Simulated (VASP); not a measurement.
A run of VASP 6.6.1 is set up as follows.

The input POSCAR:

```
GaB
1.0
    2.6687342386      0.0000000000      0.0000000000
    0.0000000000      2.6687342386      0.0000000000
    0.0000000000      0.0000000000      3.1510405100
Ga B
1 1
Direct
    0.5000000000      0.5000000000      0.5000000000
    0.0000000000      0.0000000000      0.0000000000
```

Contents of INCAR.step1:

```
SYSTEM = GaB
PREC = Accurate
ENCUT = 520
EDIFF = 1E-5
ISMEAR = -1
SIGMA = 0.05
LREAL = .False.
LASPH = .True.
NELM = 60
ALGO = Normal
ISIF = 2
LWAVE = .True.
LCHARG = .False.
NBANDS = 15
GGA = PE
```

INCAR.step2

```
SYSTEM = GaB
PREC = Accurate
ENCUT = 520
EDIFF = 1E-6
ISMEAR = -1
SIGMA = 0.05
LREAL = .False.
LASPH = .True.
NELM = 60
ALGO = Normal
ISIF = 2
LWAVE = .False.
LCHARG = .False.
GGA = PS
LHFCALC = .True.
AEXX = 0.25
PRECFOCK = Normal
NBANDS = 15
ISTART = 1
```

The input KPOINTS:

```
regular mesh
0
Gamma
  5 5 4
  0 0 0
```

Potentials or basis: VASP PAW PBE potentials, release 64 (Ga_d, B).

Command:

```bash
$ cat potpaw_PBE.64/Ga_d/POTCAR potpaw_PBE.64/B/POTCAR > POTCAR
$ cp INCAR.step1 INCAR
$ mpirun -np 1 vasp_std > vasp.out
$ cp INCAR.step2 INCAR
$ mpirun -np 1 vasp_std > vasp.out
```

**Question.** Predict the band gap on the k mesh.

**Answer.** Zero (bands 8 and 9 overlap by 8.88 eV).

**Question.** Estimate the pressure.

**Answer.** 0.2 GPa.

Stress tensor (GPa, compression positive):
```
0.15 0.00 0.00
0.00 0.15 0.00
0.00 0.00 0.22
```

Caveat: the k points lie up to 0.50 Å⁻¹ apart, too coarse for converged energies and pressures of a metal; the PAW data sets were made with another functional, which shifts forces and pressure a little.
